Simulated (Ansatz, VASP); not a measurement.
## One calculation of Te, two programs

Contents of INCAR:

```
SYSTEM = Te
PREC = Accurate
ENCUT = 520
EDIFF = 1E-8
ISMEAR = -1
SIGMA = 0.08
LREAL = .False.
LASPH = .True.
NELM = 80
ALGO = Normal
ISIF = 2
LWAVE = .False.
LCHARG = .False.
GGA = CA
LEFG = .True.
NBANDS = 16
```

Contents of KPOINTS:

```
regular mesh
0
Gamma
  9 9 6
  0 0 0
```

POSCAR

```
Te
1.0
    4.4579994587      0.0222899973      0.0222899973
   -2.2096960255      3.8495957826      0.0081587053
    0.0296250000      0.0296250000      5.9250000000
Te
3
Direct
    0.7450000000      0.0000000000      0.3333333333
    0.0000000000      0.7450000000      0.6666666667
    0.2550000000      0.2550000000      0.0000000000
```

Input for Ansatz:

```yaml
crystal:
  lattice:
    - [4.4579994587, 0.0222899973, 0.0222899973]
    - [-2.2096960255, 3.8495957826, 0.0081587053]
    - [0.029625, 0.029625, 5.925]
  atoms:
    - { symbol: Te, position: [0.745, 0.0, 0.3333333333] }
    - { symbol: Te, position: [0.0, 0.745, 0.6666666667] }
    - { symbol: Te, position: [0.255, 0.255, 0.0] }
kpoints:
  mp_grid: { grid: [9, 9, 6] }
scf:
  occupations: { method: fermi_dirac, width: 0.08 }
hamiltonian:
  xc: lda
  pseudopotentials: { kind: all_electron, datasets: crystal }
output:
  forces: true
  stress: true
  eigenvalues: true
  efg: { contact_densities: true }
```

Change from the starting cell: equal xy, yz and zx shear strains of +1 %, crystal datasets.

Alike in both runs: task electric field gradients; functional LDA; k mesh 9 × 9 × 6; occupations fermi-dirac, width 0.08 eV; no spin polarisation.

```csv
,VASP,Ansatz
version,VASP 6.6.1,Ansatz 0.2.0
potentials or method,"VASP PAW LDA potentials, release 64 (Te), cutoff 520 eV","all-electron PAW with datasets made for the crystal, scalar-relativistic"
```

VASP gave:

```
pressure (GPa)                                                : -0.2
traceless stress, the component that is largest in VASP (GPa) : -0.50
rms of the force components (eV/Å)                            : 0.306
size of Vzz on the site where it differs most (V/Å²)          : 565.5
```

Q: Estimate Ansatz's values.

A: Pressure (GPa): -0.3; traceless stress, the component that is largest in VASP (GPa): -0.50; rms of the force components (eV/Å): 0.282; size of Vzz on the site where it differs most (V/Å²): 591.7.

LDA's correlation is that of Perdew and Zunger in VASP and of Perdew and Wang (1992) in Ansatz. Atom by atom the forces differ by 0.024 eV/Å (rms over components). Ansatz ran all-electron here, and VASP with PAW potentials.

Neither program's run includes spin-orbit coupling.
